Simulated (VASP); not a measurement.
Set up this calculation in VASP 6.6.1, as the native input.

- Task: single point
- Functional: PBEsol
- Potentials or basis: VASP PAW PBE potentials, release 64 (Ag, Cl)
- Cutoff: 520 eV
- k mesh: 6 × 6 × 6
- Occupations: gaussian, width 0.1 eV
- Spin: no spin polarisation
- Dipole correction: no
- Further INCAR settings: ALGO = Normal; EDIFF = 1e-06; NBANDS = 16

The structure of AgCl lies in POSCAR:

```
AgCl
1.0
    0.0000000000      2.7350000000      2.7350000000
    2.7350000000      0.0000000000      2.7350000000
    2.7350000000      2.7350000000      0.0000000000
Ag Cl
1 1
Direct
    0.0000000000      0.0000000000      0.0000000000
    0.5000000000      0.5000000000      0.5000000000
```

These files were run (other wordings do the same):

INCAR

```
PREC = Accurate
ENCUT = 520
EDIFF = 1E-6
ISMEAR = 0
SIGMA = 0.1
LREAL = False
LASPH = True
NELM = 100
ALGO = Normal
ISIF = 2
LWAVE = False
LCHARG = False
GGA = PS
NBANDS = 16
```

KPOINTS

```
Automatic mesh
0
Gamma
  6 6 6
```

Potentials or basis: VASP PAW PBE potentials, release 64 (Ag, Cl).

Command:

```bash
$ cat potpaw_PBE.64/Ag/POTCAR potpaw_PBE.64/Cl/POTCAR > POTCAR
$ mpirun -np 1 vasp_std > vasp.out
```

It gave:

```json
{
 "Pressure": "-0.8 GPa",
 "Band gap on the k mesh": "0.72 eV, indirect (least direct gap 3.23 eV)"
}
```

Caveat: the PAW data sets were made with another functional, which shifts forces and pressure a little.

Run time: 12 s on 1 thread of AMD EPYC 7R43 64-Core Processor (Zen 3) (shared host), peak memory 0.12 GiB.
